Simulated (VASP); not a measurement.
# GaAs (Fm-3m) in VASP: further runs

GaAs is run at these levels: r2SCAN; tasks: single point, relaxation of cell and atoms.

Program: VASP 6.6.1. These are calculated values, not measurements. Logs are shortened: lines on timing, memory, paths and dates and some standing lists are left out, and cuts for length are marked.

### Step 1. The cell of the first run

The structure is cubic, space group Fm-3m (No. 225). Conventional cell: a = 5.325 Å, b = 5.325 Å, c = 5.325 Å, α = 90.00°, β = 90.00°, γ = 90.00°. Within 3.5 Å of Ga (site symmetry m-3m) lie 6 As at 2.66 Å. Within 3.5 Å of As (site symmetry m-3m) lie 6 Ga at 2.66 Å.

### Step 2. Single point, r2SCAN

Input file POSCAR:

```
GaAs
1.0
    0.0000000000      2.6624552591      2.6624552591
    2.6624552591      0.0000000000      2.6624552591
    2.6624552591      2.6624552591      0.0000000000
Ga As
1 1
Direct
    0.0000000000      0.0000000000      0.0000000000
    0.5000000000      0.5000000000      0.5000000000
```

Input file INCAR.step1:

```
PREC     = Accurate       # precision mode
ENCUT    = 520            # plane-wave cutoff, eV
ISMEAR   = 0              # smearing method
SIGMA    = 0.1            # smearing width, eV
LREAL    = False          # projectors in reciprocal space
LASPH    = True           # aspherical terms in the spheres
NELM     = 60             # most SCF steps
NBANDS   = 16             # bands
GGA      = PE             # functional
ALGO     = Normal         # electronic algorithm
EDIFF    = 1E-4           # SCF threshold, eV
LWAVE    = True           # write WAVECAR
LCHARG   = False          # write CHGCAR
```

Input file INCAR.step2:

```
PREC     = Accurate       # precision mode
ENCUT    = 520            # plane-wave cutoff, eV
EDIFF    = 1E-6           # SCF threshold, eV
ISMEAR   = 0              # smearing method
SIGMA    = 0.1            # smearing width, eV
LREAL    = False          # projectors in reciprocal space
LASPH    = True           # aspherical terms in the spheres
NELM     = 60             # most SCF steps
ALGO     = Normal         # electronic algorithm
ISIF     = 2              # what is computed and relaxed
LWAVE    = False          # write WAVECAR
LCHARG   = False          # write CHGCAR
METAGGA  = R2SCAN         # meta-GGA
LMIXTAU  = True         
NBANDS   = 16             # bands
ISTART   = 1
```

Input file KPOINTS:

```
regular mesh
0
Gamma
  6 6 6
```

Potentials or basis: VASP PAW PBE potentials, release 64 (Ga_d, As).

Command:

```console
$ cat potpaw_PBE.64/Ga_d/POTCAR potpaw_PBE.64/As/POTCAR > POTCAR
$ cp INCAR.step1 INCAR
$ mpirun -np 1 vasp_std > vasp.out
$ cp INCAR.step2 INCAR
$ mpirun -np 1 vasp_std > vasp.out
```

OUTCAR:

```text
PREC = Accurate
   ENCUT = 520
   EDIFF = 1E-6
   ISMEAR = 0
   LREAL = False
   LASPH = True
   NELM = 60
   ISIF = 2
   METAGGA = R2SCAN
   ISTART = 1

 ion  position               nearest neighbor table
   1  0.000  0.000  0.000-   2 2.66   2 2.66   2 2.66   2 2.66   2 2.66   2 2.66
   2  0.500  0.500  0.500-   1 2.66   1 2.66   1 2.66   1 2.66   1 2.66   1 2.66

  LATTYP: Found a face centered cubic cell.
 ALAT       =     5.3249105182

  Lattice vectors:

 A1 = (   0.0000000000,   2.6624552591,   2.6624552591)
 A2 = (   2.6624552591,   0.0000000000,   2.6624552591)
 A3 = (   2.6624552591,   2.6624552591,   0.0000000000)

Analysis of symmetry for initial positions (statically):
=====================================================================
 Subroutine PRICEL returns:
 Original cell was already a primitive cell.

 Routine SETGRP: Setting up the symmetry group for a
 face centered cubic supercell.

 Subroutine GETGRP returns: Found 48 space group operations
 (whereof 48 operations were pure point group operations)
 out of a pool of 48 trial point group operations.

The static configuration has the point symmetry O_h .

Analysis of symmetry for dynamics (positions and initial velocities):
=====================================================================
 Subroutine PRICEL returns:
 Original cell was already a primitive cell.

 Routine SETGRP: Setting up the symmetry group for a
 face centered cubic supercell.

 Subroutine GETGRP returns: Found 48 space group operations
 (whereof 48 operations were pure point group operations)
 out of a pool of 48 trial point group operations.

The dynamic configuration has the point symmetry O_h .

 Subroutine INISYM returns: Found 48 space group operations
 (whereof 48 operations are pure point group operations),
 and found     1 'primitive' translations

----------------------------------------------------------------------------------------

                                     Primitive cell

  volume of cell :      37.7465

  direct lattice vectors                    reciprocal lattice vectors
     0.000000000  2.662455259  2.662455259    -0.187796583  0.187796583  0.187796583
     2.662455259  0.000000000  2.662455259     0.187796583 -0.187796583  0.187796583
     2.662455259  2.662455259  0.000000000     0.187796583  0.187796583 -0.187796583

  length of vectors
     3.765280337  3.765280337  3.765280337     0.325273223  0.325273223  0.325273223

  position of ions in fractional coordinates (direct lattice)
     0.000000000  0.000000000  0.000000000
     0.500000000  0.500000000  0.500000000

  ion indices of the primitive-cell ions
   primitive index   ion index
                 1           1
                 2           2

----------------------------------------------------------------------------------------

 KPOINTS: regular mesh

Automatic generation of k-mesh.
 Grid dimensions read from file:
 generate k-points for:    6    6    6

 Generating k-lattice:

  Cartesian coordinates                     Fractional coordinates (reciprocal lattice)
    -0.031299430  0.031299430  0.031299430     0.166666667  0.000000000  0.000000000
     0.031299430 -0.031299430  0.031299430     0.000000000  0.166666667  0.000000000
     0.031299430  0.031299430 -0.031299430     0.000000000  0.000000000  0.166666667

  Length of vectors
     0.054212204  0.054212204  0.054212204

  Shift w.r.t. Gamma in fractional coordinates (k-lattice)
     0.000000000  0.000000000  0.000000000

 Subroutine IBZKPT returns following result:
 ===========================================

 Found     16 irreducible k-points:

 Following reciprocal coordinates:
            Coordinates               Weight
  0.000000  0.000000  0.000000      1.000000
  0.166667  0.000000  0.000000      8.000000
  0.333333  0.000000  0.000000      8.000000
  0.500000  0.000000  0.000000      4.000000
  0.166667  0.166667  0.000000      6.000000
  0.333333  0.166667  0.000000     24.000000
[... 8 lines left out ...]
 -0.333333  0.333333  0.166667     24.000000
 -0.333333  0.500000  0.166667     12.000000
   k-points           NKPTS =     16   k-points in BZ     NKDIM =     16   number of bands    NBANDS=     16
   number of dos      NEDOS =    301   number of ions     NIONS =      2
   total plane-waves  NPLWV =  21952
   dimension x,y,z NGX =    28 NGY =   28 NGZ =   28
   dimension x,y,z NGXF=    56 NGYF=   56 NGZF=   56
   ions per type =               1   1
   NGX,Y,Z   is equivalent  to a cutoff of  12.36, 12.36, 12.36 a.u.
   NGXF,Y,Z  is equivalent  to a cutoff of  24.73, 24.73, 24.73 a.u.
 SYSTEM =  unknown system
   PREC   = accura    normal or accurate (medium, high low for compatibility)
   ISTART =      1    job   : 0-new  1-cont  2-samecut
   ICHARG =      0    charge: 1-file 2-atom 10-const
   ISPIN  =      1    spin polarized calculation?
   LNONCOLLINEAR =      F non collinear calculations
   LSORBIT =      F    spin-orbit coupling
   LASPH  =      T    aspherical Exc in radial PAW
   ENCUT  =  520.0 eV  38.22 Ry    6.18 a.u.   7.00  7.00  7.00*2*pi/ulx,y,z
   NELM   =     60;   NELMIN=  2; NELMDL=  0     # of ELM steps
   EDIFF  = 0.1E-05   stopping-criterion for ELM
   LREAL  =      F    real-space projection
   EDIFFG = 0.1E-04   stopping-criterion for IOM
   NSW    =      0    number of steps for IOM
   IBRION =     -1    ionic relax: 0-MD 1-quasi-New 2-CG
   NFREE  =      0    steps in history (QN), initial steepest desc. (CG)
   ISIF   =      2    stress and relaxation
   ISYM   =      2    0-nonsym 1-usesym 2-fastsym
   POTIM  = 0.5000    time-step for ionic-motion
   TEBEG  =    0.0;   TEEND  =   0.0 temperature during run
   PSTRESS=    0.0 pullay stress
   NELECT =      18.0000    total number of electrons
   NUPDOWN=      -1.0000    fix difference up-down
   EMIN   =  10.00;   EMAX   =-10.00  energy-range for DOS
   EFERMI =   0.00;   METHOD = LEGACY
   ISMEAR =     0;   SIGMA  =   0.10  broadening in eV -4-tet -1-fermi 0-gaus
   EFERMI_NEDOS =   21; number of points for ismear=-14 and -15
   IALGO  =     38    algorithm
   IMIX   =      4    mixing-type and parameters
     AMIX     =   0.40;   BMIX     =  1.00
     AMIX_MAG =   1.60;   BMIX_MAG =  1.00
  volume/ion in A,a.u.               =      18.87       127.36
  Fermi-wavevector in a.u.,A,eV,Ry     =   1.279008  2.416975 22.257255  1.635862
  Thomas-Fermi vector in A             =   2.411518
   LORBIT       =      0    0 simple, 1 ext, 2 COOP (PROOUT), +10 PAW based schemes
   METAGGA = R2SCAN    functional components
   LHFCALC =     F    Hartree Fock is set to
   AEXX    =    0.0000 exact exchange contribution
   IVDW    =     0    specifies the selected vdW correction
   LEPSILON=     F    determine dielectric tensor
   LRPA    =     F    only Hartree local field effects (RPA)
 non-spin polarized calculation
 Gauss-broadening in eV      SIGMA  =   0.10
  energy-cutoff  :      520.00
  volume of cell :       37.75
 maximum number of plane-waves:      1034
   NGX = 13   NGY = 13   NGZ = 13

 number of electron      17.9999984 magnetization

 Free energy of the ion-electron system (eV)
  ---------------------------------------------------
  ext. energy  EPLUGINS =         0.00000000
  ---------------------------------------------------
  free energy    TOTEN  =       -26.24180867 eV

  energy without entropy =      -26.23377128  energy(sigma->0) =      -26.23778998

 E-fermi :   5.4928     XC(G=0): -11.5151

 val. band max:        5.4210330711   @ k =   0.0000   0.0000   0.0000
 cond. band min:       5.5123957903   @ k =   0.3333   0.0000   0.0000
 fundamental gap:      0.0913627191
 Fermi energy:         5.4928213226

 k-point     1 :       0.0000    0.0000    0.0000
  band No.  band energies     occupation
      1      -9.9478      2.00000
      2      -9.9478      2.00000
      3      -9.9193      2.00000
      4      -9.9193      2.00000
      5      -9.9193      2.00000
      6      -8.4931      2.00000
[... 8 lines left out ...]
     15      13.7153      0.00000
     16      13.7153      0.00000

 k-point     2 :       0.1667    0.0000    0.0000
  band No.  band energies     occupation
      1      -9.9560      2.00000
      2      -9.9560      2.00000
      3      -9.9206      2.00000
      4      -9.9119      2.00000
      5      -9.9119      2.00000
      6      -8.0934      2.00000
[... 8 lines left out ...]
     15      14.1993      0.00000
     16      14.1993      0.00000

 k-point     3 :       0.3333    0.0000    0.0000
  band No.  band energies     occupation
      1      -9.9749      2.00000
      2      -9.9748      2.00000
      3      -9.9254      2.00000
      4      -9.8946      2.00000
      5      -9.8946      2.00000
      6      -6.9792      2.00000
[... 8 lines left out ...]
     15      16.6126      0.00000
     16      16.6126      0.00000

 k-point     4 :       0.5000    0.0000    0.0000
  band No.  band energies     occupation
      1      -9.9846      2.00000
      2      -9.9846      2.00000
      3      -9.9283      2.00000
      4      -9.8856      2.00000
      5      -9.8856      2.00000
      6      -5.9789      2.00000
[... 8 lines left out ...]
     15      19.6613      0.00000
     16      19.6613      0.00000
[... 172 lines left out ...]
 k-point    14 :       0.5000    0.3333    0.1667
  band No.  band energies     occupation
      1     -10.0579      2.00000
      2      -9.9561      2.00000
      3      -9.9238      2.00000
      4      -9.8937      2.00000
      5      -9.8833      2.00000
      6      -6.0020      2.00000
[... 8 lines left out ...]
     15      19.1102      0.00000
     16      19.1482      0.00000

 k-point    15 :      -0.3333    0.3333    0.1667
  band No.  band energies     occupation
      1     -10.0702      2.00000
      2      -9.9636      2.00000
      3      -9.9119      2.00000
      4      -9.9048      2.00000
      5      -9.8759      2.00000
      6      -5.1761      2.00000
[... 8 lines left out ...]
     15      16.3406      0.00000
     16      21.3400      0.00000

 k-point    16 :      -0.3333    0.5000    0.1667
  band No.  band energies     occupation
      1     -10.1139      2.00000
      2      -9.9476      2.00000
      3      -9.9272      2.00000
      4      -9.8900      2.00000
      5      -9.8691      2.00000
      6      -4.8685      2.00000
[... 8 lines left out ...]
     15      18.9101      0.00000
     16      22.1056      0.00000

------------------------ aborting loop because EDIFF is reached ----------------------------------------

  FORCE on cell =-STRESS in cart. coord.  units (eV):
  Direction    XX          YY          ZZ          XY          YZ          ZX
  --------------------------------------------------------------------------------------
  -------------------------------------------------------------------------------------
  Total        0.0085331      0.0085331      0.0085331     -0.0000000     -0.0000000     -0.0000000
  in kB        0.3621930      0.3621930      0.3621930     -0.0000000     -0.0000000     -0.0000000
  external PRESSURE =       0.3621930 kB  Pullay stress =       0.0000000 kB

 VOLUME and BASIS-vectors are now :
 -----------------------------------------------------------------------------
  energy-cutoff  :      520.00
  volume of cell :       37.75
      direct lattice vectors                 reciprocal lattice vectors
     0.000000000  2.662455259  2.662455259    -0.187796583  0.187796583  0.187796583
     2.662455259  0.000000000  2.662455259     0.187796583 -0.187796583  0.187796583
     2.662455259  2.662455259  0.000000000     0.187796583  0.187796583 -0.187796583

 POSITION                                       TOTAL-FORCE (eV/Angst)
 -----------------------------------------------------------------------------------
      0.00000      0.00000      0.00000         0.000000      0.000000      0.000000
      2.66246      2.66246      2.66246        -0.000000     -0.000000     -0.000000
 -----------------------------------------------------------------------------------
    total drift:                               -0.000000      0.000000      0.000000

  FREE ENERGIE OF THE ION-ELECTRON SYSTEM (eV)
  ---------------------------------------------------
  free  energy   TOTEN  =       -26.2418086684 eV

  energy  without entropy=      -26.2337712842  energy(sigma->0) =      -26.23778998
```

Run time: 30 s. Hardware: 1 thread of AMD EPYC 9R45 (Zen 5), shared host; peak memory 0.13 GiB.

Results:

```
Free energy            : -26.2418 eV
Pressure               : 0.0 GPa
Band gap on the k mesh : zero (bands 9 and 10 overlap by 3.42 eV)
```

Caveat: the PAW data sets were made with another functional, which shifts forces and pressure a little.

### Step 3. Single point, r2SCAN

This run uses another cell than the first one, of 23.97 Å³/atom.

Input file POSCAR:

```
GaAs
1.0
    0.0000000000      2.8834562447      2.8834562447
    2.8834562447      0.0000000000      2.8834562447
    2.8834562447      2.8834562447      0.0000000000
Ga As
1 1
Direct
    0.0000000000      0.0000000000      0.0000000000
    0.5000000000      0.5000000000      0.5000000000
```

Input file INCAR.step1:

```
SYSTEM = GaAs
PREC = Accurate
ENCUT = 520
ISMEAR = 0
SIGMA = 0.1
LREAL = .FALSE.
LASPH = .TRUE.
NELM = 80
NBANDS = 16
GGA = PE
ALGO = Normal
EDIFF = 1E-4
LWAVE = .TRUE.
LCHARG = .FALSE.
```

Input file INCAR.step2:

```
SYSTEM = GaAs
PREC = Accurate
ENCUT = 520
EDIFF = 1E-7
ISMEAR = 0
SIGMA = 0.1
LREAL = .FALSE.
LASPH = .TRUE.
NELM = 80
ALGO = Normal
ISIF = 2
LWAVE = .FALSE.
LCHARG = .FALSE.
METAGGA = R2SCAN
LMIXTAU = .TRUE.
NBANDS = 16
ISTART = 1
```

Input file KPOINTS:

```
regular mesh
0
G
  6 6 6
  0 0 0
```

Potentials or basis: VASP PAW PBE potentials, release 64 (Ga_d, As).

Command:

```console
$ cat potpaw_PBE.64/Ga_d/POTCAR potpaw_PBE.64/As/POTCAR > POTCAR
$ cp INCAR.step1 INCAR
$ mpirun -np 1 vasp_std > vasp.out
$ cp INCAR.step2 INCAR
$ mpirun -np 1 vasp_std > vasp.out
```

Wall time 49 s (1 thread of AMD EPYC 9R45 (Zen 5), shared host); peak memory 0.14 GiB.

It converged, with:

```
Free energy            : -25.7987 eV
Pressure               : -11.2 GPa
Band gap on the k mesh : zero (bands 9 and 10 overlap by 2.50 eV)
```

Levels at points of the mesh, in eV from the Fermi level:
```tsv
k point	band 5	band 6	band 7	band 8	band 9	band 10	band 11	band 12	band 13	band 14
(0.00, 0.00, 0.00)	-15.28	-12.31	-1.46	-0.09	-0.09	-0.09	6.91	6.91	6.91	7.63
(0.50, 0.00, 0.00)	-15.27	-10.63	-6.86	0.10	0.10	2.60	3.03	3.03	3.31	11.55
(0.50, 0.50, 0.00)	-15.26	-10.10	-4.50	-3.89	-2.12	-2.12	4.41	8.74	8.74	10.27
```

Caveat: the cell stands under tension; the PAW data sets were made with another functional, which shifts forces and pressure a little.

[end of part 1 of 2]

The gap in the log of VASP goes by the Fermi energy; the results here count the filled bands.